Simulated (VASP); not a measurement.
Set up this calculation in VASP 6.6.1, as the native input.

- Task: single point
- Functional: r2SCAN
- Potentials or basis: VASP PAW PBE potentials, release 64 (Zn, S)
- Cutoff: 520 eV
- k mesh: 10 × 10 × 10
- Occupations: fermi-dirac, width 0.02 eV
- Spin: no spin polarisation
- Dipole correction: no
- Further INCAR settings: ALGO = Normal; EDIFF = 1e-06; NBANDS = 16

The system is ZnS.

```xyz
2
Lattice="0.0000 2.6771 2.6771 2.6771 0.0000 2.6771 2.6771 2.6771 0.0000" Properties=species:S:1:pos:R:3 pbc="T T T"
Zn    1.3385    1.3385    1.3385
S     0.0000    0.0000    0.0000
```

The input as run:

POSCAR

```
ZnS
1.0
    0.0000000000      2.6770924800      2.6770924800
    2.6770924800      0.0000000000      2.6770924800
    2.6770924800      2.6770924800      0.0000000000
Zn S
1 1
Direct
    0.2500000000      0.2500000000      0.2500000000
    0.0000000000      0.0000000000      0.0000000000
```

INCAR.step1

```
  PREC = Accurate
  ENCUT = 520
  ISMEAR = -1
  SIGMA = 0.02
  LREAL = F
  LASPH = T
  NELM = 60
  NBANDS = 16
  GGA = PE
  ALGO = Normal
  EDIFF = 1E-4
  LWAVE = T
  LCHARG = F
```

INCAR.step2

```
  PREC = Accurate
  ENCUT = 520
  EDIFF = 1E-6
  ISMEAR = -1
  SIGMA = 0.02
  LREAL = F
  LASPH = T
  NELM = 60
  ALGO = Normal
  ISIF = 2
  LWAVE = F
  LCHARG = F
  METAGGA = R2SCAN
  LMIXTAU = T
  NBANDS = 16
  ISTART = 1
```

KPOINTS

```
Automatic mesh
0
Gamma
  10 10 10
```

Potentials or basis: VASP PAW PBE potentials, release 64 (Zn, S).

Command:

```bash
$ cat potpaw_PBE.64/Zn/POTCAR potpaw_PBE.64/S/POTCAR > POTCAR
$ cp INCAR.step1 INCAR
$ mpirun -np 1 vasp_std > vasp.out
$ cp INCAR.step2 INCAR
$ mpirun -np 1 vasp_std > vasp.out
```

Results of the run:

```
Pressure               : 1.6 GPa
Band gap on the k mesh : 2.81 eV, direct
```

Caveat: the PAW data sets were made with another functional, which shifts forces and pressure a little.

Run time: 42 s on 1 thread of Intel(R) Xeon(R) 6975P-C (Granite Rapids), on a shared host, peak memory 0.17 GiB.
